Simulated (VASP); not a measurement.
Input of a VASP 6.6.1 run:

Contents of INCAR:

```
SYSTEM = TiB2
  ALGO = Normal
  EDIFF = 1E-6
  ENCUT = 520
  GGA = PS
  ISIF = 2
  ISMEAR = -1
  LASPH = .True.
  LCHARG = .False.
  LREAL = .False.
  LWAVE = .False.
  NBANDS = 16
  NELM = 80
  PREC = Accurate
  SIGMA = 0.03
```

KPOINTS

```
k-points
0
Gamma
  14 14 11
  0 0 0
```

The input POSCAR:

```
TiB2
1.0
    2.9673604788      0.0000000000      0.0000000000
   -1.4836802394      2.5698095569      0.0000000000
    0.0000000000      0.0000000000      3.1624957934
Ti B
1 2
Direct
    0.0000000000      0.0000000000      0.0000000000
    0.3333333333      0.6666666667      0.5000000000
    0.6666666667      0.3333333333      0.5000000000
```

Potentials or basis: VASP PAW PBE potentials, release 64 (Ti_sv, B).

Launch:

```bash
$ cat potpaw_PBE.64/Ti_sv/POTCAR potpaw_PBE.64/B/POTCAR > POTCAR
$ mpirun -np 1 vasp_std > vasp.out
```

Q: What does it give for the pressure?

A: 12.6 GPa.

Q: Predict the band gap on the k mesh.

A: Zero (band 9 reaches 11.12 eV, above the bottom of band 10 at 10.43 eV).

Stress tensor (GPa, compression positive):
```
14.86  0.00  0.00
 0.00 14.86  0.00
 0.00  0.00  7.93
```

Caveat: the PAW data sets were made with another functional, which shifts forces and pressure a little.
